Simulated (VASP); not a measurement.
The system is Hf.

```
Hf
1.0
     4.10831    0.00000    0.00000
    -2.05416    3.55790    0.00000
     0.00000    0.00000    4.66102
Hf
3
Direct
  0.22540 0.00000 0.33333
  0.00000 0.22540 0.66667
  0.77460 0.77460 0.00000
```

- Program: VASP 6.6.1
- Task: relaxation of cell and atoms
- Functional: PBE
- Potentials or basis: VASP PAW PBE potentials, release 64 (Hf_pv)
- Cutoff: 600 eV
- k mesh: 6 × 6 × 4
- Occupations: gaussian, width 0.1 eV
- Spin: no spin polarisation

At the start: pressure 20.2 GPa; volume 22.71 Å³/atom.

Q: Where does the relaxation end?

A: Over 31 steps the energy falls by 2532.1 meV/atom and the volume is 22.28 Å³/atom (-1.9 %); space group P6_422 (No. 181, to 0.05 Å).

Step by step:
```csv
step,energy change (eV),largest force (eV/Å),pressure (GPa),volume (Å³)
1,0.0000,7.3552,20.23,68.13
2,-3.4350,0.4447,-12.86,100.23
3,-3.8199,1.5177,-8.56,90.40
4,-3.8205,1.6116,-8.18,89.78
5,-4.7303,0.8184,-1.46,76.29
6,-4.8036,0.3794,2.95,71.78
7,-4.8042,0.4145,2.57,72.12
8,-4.9248,0.0469,0.47,73.78
9,-5.0905,0.6025,-4.61,77.93
10,-5.3779,0.2337,-11.96,85.08
11,-5.4067,0.1529,-19.73,95.04
12,-5.5225,0.1276,-13.97,87.14
13,-5.6411,0.0341,-17.76,91.57
14,-5.5975,0.0931,-15.12,88.36
15,-5.6118,0.0919,-15.24,88.46
16,-5.6522,0.0894,-15.61,88.72
17,-5.7202,0.0867,-16.27,89.22
18,-5.8060,0.0685,-17.33,90.09
19,-5.8895,0.0677,-17.17,89.42
20,-6.1331,0.0655,-16.61,87.42
21,-6.5830,0.0599,-15.10,83.49
22,-7.2735,0.0288,-10.20,75.87
23,-7.4317,0.0093,8.71,61.65
24,-7.5868,0.0077,-1.10,67.51
25,-7.5873,0.0087,-0.53,67.09
26,-7.5885,0.0089,-0.44,67.05
27,-7.5915,0.0092,-0.15,66.90
28,-7.5949,0.0092,0.44,66.60
29,-7.5952,0.0090,0.70,66.46
30,-7.5964,0.0089,0.27,66.78
31,-7.5964,0.0089,0.16,66.85
```

Final structure:
```yaml
crystal:
  lattice:
    - [3.16290, 0.00000, 0.00000]
    - [-1.58145, 2.73915, 0.00000]
    - [0.00000, 0.00000, 7.71641]
  atoms:
    - { symbol: Hf, position: [0.50216, 0.00000, 0.33333] }
    - { symbol: Hf, position: [0.00000, 0.50216, 0.66667] }
    - { symbol: Hf, position: [0.49784, 0.49784, 0.00000] }
```
